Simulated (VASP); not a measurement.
# Cu (Cmcm) in VASP: notebook, part 2 of 2

VASP 6.6.1. The steps go on from the part before.

### 4 Single point, PBEsol (strain +0.0450 x Voigt [1, 0, 0, 0, 0, 0])

INCAR reads:

```
ALGO = Fast ; EDIFF = 1E-6
ENCUT = 520 ; GGA = PS
ISIF = 2 ; ISMEAR = 0
LASPH = True ; LCHARG = False
LREAL = False ; LWAVE = False
NBANDS = 18 ; NELM = 80
PREC = Accurate ; SIGMA = 0.15
```

KPOINTS reads:

```
k-points
0
Gamma
  24 24 12
```

POSCAR reads:

```
Cu
1.0
    2.6481310199      0.0000000000      0.0000000000
   -1.3240655100      2.1945920917      0.0000000000
    0.0000000000      0.0000000000      4.1125710000
Cu
2
Direct
    0.3333333333      0.6666666667      0.2500000000
    0.6666666667      0.3333333333      0.7500000000
```

Run with:

```bash
$ cat potpaw_PBE.64/Cu/POTCAR > POTCAR
$ mpirun -np 1 vasp_std > vasp.out
```

Run time: 9.8 min. Hardware: 1 thread of Intel Xeon 8259CL, shared host; peak memory 0.47 GiB.

It converged, with:

```
Free energy            : -8.5618 eV
Pressure               : -6.9 GPa
Largest force          : 0.077 eV/Å
Band gap on the k mesh : zero (bands 11 and 12 overlap by 5.71 eV)
```

Forces on the atoms (eV/Å):
```
Cu   0.000 -0.077  0.000
Cu   0.000  0.077  0.000
```

Stress tensor (GPa, compression positive):
```
-10.65   0.00   0.00
  0.00  -6.48   0.00
  0.00   0.00  -3.70
```

Levels at points of the mesh, in eV from the Fermi level:
```tsv
k point	band 8	band 9	band 10	band 11	band 12	band 13	band 14	band 15
(0.00, 0.00, 0.00)	-2.52	-2.48	-1.71	-1.67	-0.72	4.09	20.29	20.31
(0.50, 0.00, 0.00)	-1.67	-1.56	-1.51	-0.13	1.29	7.64	8.11	10.60
(0.00, 0.50, 0.00)	-1.62	-1.54	-1.50	0.13	1.72	8.18	8.60	11.04
(0.00, 0.00, 0.50)	-2.85	-1.94	-1.94	-1.88	-1.88	13.07	13.07	21.27
(0.50, 0.00, 0.50)	-1.89	-1.59	-1.59	0.34	0.34	4.51	4.51	16.16
(0.00, 0.50, 0.50)	-1.84	-1.55	-1.55	0.73	0.73	5.10	5.10	14.68
```

Caveat: the cell differs from its parent crystal (strain +0.0450 x Voigt [1, 0, 0, 0, 0, 0]); the stress differs along the axes, from -11 to -4 GPa; the PAW data sets were made with another functional, which shifts forces and pressure a little.

### 5 Single point, PBEsol (strain +0.0525 x Voigt [1, 0, 0, 0, 0, 0])

INCAR reads:

```
SYSTEM = Cu
ALGO = Fast
EDIFF = 1E-6
ENCUT = 520
GGA = PS
ISIF = 2
ISMEAR = 0
LASPH = .True.
LCHARG = .False.
LREAL = .False.
LWAVE = .False.
NBANDS = 18
NELM = 100
PREC = Accurate
SIGMA = 0.15
```

KPOINTS reads:

```
k-points
0
Gamma
  24 24 12
  0 0 0
```

POSCAR reads:

```
Cu
1.0
    2.6671367450      0.0000000000      0.0000000000
   -1.3335683725      2.1945920917      0.0000000000
    0.0000000000      0.0000000000      4.1125710000
Cu
2
Direct
    0.3333333333      0.6666666667      0.2500000000
    0.6666666667      0.3333333333      0.7500000000
```

Potentials or basis: VASP PAW PBE potentials, release 64 (Cu).

Run with:

```bash
$ cat potpaw_PBE.64/Cu/POTCAR > POTCAR
$ mpirun -np 1 vasp_std > vasp.out
```

OUTCAR:

```text
SYSTEM = Cu
   EDIFF = 1E-6
   ENCUT = 520
   GGA = PS
   ISIF = 2
   ISMEAR = 0
   LASPH = .True.
   LREAL = .False.
   NELM = 100
   PREC = Accurate

 ion  position               nearest neighbor table
   1  0.333  0.667  0.250-   2 2.52   2 2.52   2 2.56   2 2.56   2 2.56   2 2.56
   2  0.667  0.333  0.750-   1 2.52   1 2.52   1 2.56   1 2.56   1 2.56   1 2.56

  Warning from LATTYP: Monoclinic adjustment (A1->A3, A2->A1, A3->A2)!
  LATTYP: Found a base centered orthorhombic cell.
 ALAT       =     2.6671367450
 B/A-ratio  =     1.6456539739
 C/A-ratio  =     1.5419423124

  Lattice vectors:

 A1 = (   1.3335683725,  -2.1945920917,   0.0000000000)
 A2 = (   1.3335683725,   2.1945920917,   0.0000000000)
 A3 = (   0.0000000000,   0.0000000000,   4.1125710000)

Analysis of symmetry for initial positions (statically):
=====================================================================
 Subroutine PRICEL returns:
 Original cell was already a primitive cell.

 Routine SETGRP: Setting up the symmetry group for a
 base centered orthorhombic supercell.

 Subroutine GETGRP returns: Found  8 space group operations
 (whereof  4 operations were pure point group operations)
[... 166 lines left out ...]

 E-fermi :   7.1511     XC(G=0): -12.7956

 val. band max:        7.1504267999   @ k =   0.4167   0.0417   0.5000
 cond. band min:       7.1536779414   @ k =   0.0000   0.2917   0.3333
 fundamental gap:      0.0032511415
 Fermi energy:         7.1510619676

 k-point     1 :       0.0000    0.0000    0.0000
  band No.  band energies     occupation
      1      -2.0759      2.00000
      2       2.2401      2.00000
      3       4.0806      2.00000
      4       4.2993      2.00000
      5       4.3336      2.00000
      6       4.4333      2.00000
[... 481 lines left out ...]
      5       4.1223      2.00000
      6       4.3740      2.00000
[... 10 lines left out ...]
     17      19.9418      0.00000
     18      26.4975      0.00000

 [... further k-points ...]

------------------------ aborting loop because EDIFF is reached ----------------------------------------

  FORCE on cell =-STRESS in cart. coord.  units (eV):
  Direction    XX          YY          ZZ          XY          YZ          ZX
  --------------------------------------------------------------------------------------
  -------------------------------------------------------------------------------------
  Total       -1.7678675     -1.1021914     -0.6671539      0.0000000      0.0000000      0.0000000
  in kB     -117.6651339    -73.3592842    -44.4042047      0.0000000      0.0000000      0.0000000
  external PRESSURE =     -78.4762076 kB  Pullay stress =       0.0000000 kB

 VOLUME and BASIS-vectors are now :
 -----------------------------------------------------------------------------
  energy-cutoff  :      520.00
  volume of cell :       24.07
      direct lattice vectors                 reciprocal lattice vectors
     2.667136745  0.000000000  0.000000000     0.374933907  0.227832772  0.000000000
    -1.333568373  2.194592092  0.000000000     0.000000000  0.455665544  0.000000000
     0.000000000  0.000000000  4.112571000     0.000000000  0.000000000  0.243156896

 POSITION                                       TOTAL-FORCE (eV/Angst)
 -----------------------------------------------------------------------------------
     -0.00000      1.46306      1.02814        -0.000000     -0.087610      0.000000
      1.33357      0.73153      3.08443         0.000000      0.087610      0.000000
 -----------------------------------------------------------------------------------
    total drift:                                0.000000     -0.000000      0.000000

  FREE ENERGIE OF THE ION-ELECTRON SYSTEM (eV)
  ---------------------------------------------------
  free  energy   TOTEN  =        -8.5500519653 eV

  energy  without entropy=       -8.5425754843  energy(sigma->0) =       -8.54631372
```

OSZICAR:

```text
N       E                     dE             d eps       ncg     rms          rms(c)
DAV:   1     0.121790463822E+03    0.12179E+03   -0.10545E+04 42488   0.218E+03
DAV:   2    -0.460579715054E+01   -0.12640E+03   -0.12002E+03 39650   0.285E+02
DAV:   3    -0.106306043416E+02   -0.60248E+01   -0.57859E+01 44182   0.852E+01
DAV:   4    -0.106943704363E+02   -0.63766E-01   -0.63718E-01 47372   0.944E+00
DAV:   5    -0.106951719760E+02   -0.80154E-03   -0.80151E-03 48538   0.908E-01    0.118E+01
RMM:   6    -0.943449017556E+01    0.12607E+01   -0.13255E+01 46263   0.644E+01    0.709E+00
RMM:   7    -0.856743236222E+01    0.86706E+00   -0.24535E+00 45592   0.289E+01    0.137E+00
RMM:   8    -0.855237079121E+01    0.15062E-01   -0.62075E-02 48481   0.246E+00    0.345E-01
RMM:   9    -0.854983056873E+01    0.25402E-02   -0.12824E-02 48252   0.207E+00    0.296E-02
RMM:  10    -0.855002232371E+01   -0.19175E-03   -0.21251E-03 48732   0.588E-01    0.462E-02
RMM:  11    -0.855004559803E+01   -0.23274E-04   -0.42030E-04 51087   0.190E-01    0.155E-02
RMM:  12    -0.855005092020E+01   -0.53222E-05   -0.70907E-05 54153   0.840E-02    0.455E-03
RMM:  13    -0.855005199770E+01   -0.10775E-05   -0.76040E-06 39817   0.283E-02    0.518E-03
RMM:  14    -0.855005196533E+01    0.32369E-07   -0.22413E-06 29144   0.210E-02
   1 F= -.85500520E+01 E0= -.85463137E+01  d E =-.747648E-02
```

It took 6.7 min on 1 thread of Intel Xeon 8259CL, shared host; peak memory 0.47 GiB.

Results:

```yaml
Free_energy: -8.5501 eV
Pressure: -7.8 GPa
Largest_force: 0.088 eV/Å
Band_gap_on_the_k_mesh: zero (bands 11 and 12 overlap by 5.65 eV)
```

Forces on the atoms (eV/Å):
```
Cu   0.000 -0.088  0.000
Cu   0.000  0.088  0.000
```

Caveat: the cell differs from its parent crystal (strain +0.0525 x Voigt [1, 0, 0, 0, 0, 0]); the stress differs along the axes, from -12 to -4 GPa; the PAW data sets were made with another functional, which shifts forces and pressure a little.

### 6 Overview

```csv
cell,further INCAR settings,gap on the mesh (eV),pressure (GPa),largest force (eV/Å)
"a = 2.572, b = 2.544, c = 4.113 Å, angles 90.0, 90.0, 120.4°, 2 atoms",ALGO = Fast; EDIFF = 1e-07; NBANDS = 18,none,-3.0,0.03
"a = 2.610, b = 2.553, c = 4.113 Å, angles 90.0, 90.0, 120.7°, 2 atoms",ALGO = Fast; EDIFF = 1e-06; NBANDS = 18,none,-5.1,0.05
"a = 2.648, b = 2.563, c = 4.113 Å, angles 90.0, 90.0, 121.1°, 2 atoms",ALGO = Fast; EDIFF = 1e-06; NBANDS = 18,none,-6.9,0.08
"a = 2.667, b = 2.568, c = 4.113 Å, angles 90.0, 90.0, 121.3°, 2 atoms",ALGO = Fast; EDIFF = 1e-06; NBANDS = 18,none,-7.8,0.09
```

Alike in all rows: task single point; level PBEsol; potentials or basis VASP PAW PBE potentials, release 64 (Cu); no spin polarisation; k mesh 24 × 24 × 12; cutoff (eV) 520; smearing gaussian 0.15 eV.

Caveats: the PAW data sets were made with another functional, which shifts forces and pressure a little; the cell stands under tension (at least some runs); the stress differs along the axes, from -8 to -2 GPa (at least some runs); the stress differs along the axes, from -11 to -4 GPa (at least some runs); the stress differs along the axes, from -12 to -4 GPa (at least some runs).

Total energies depend on the potentials used, so only differences within one code and one set of settings carry meaning.
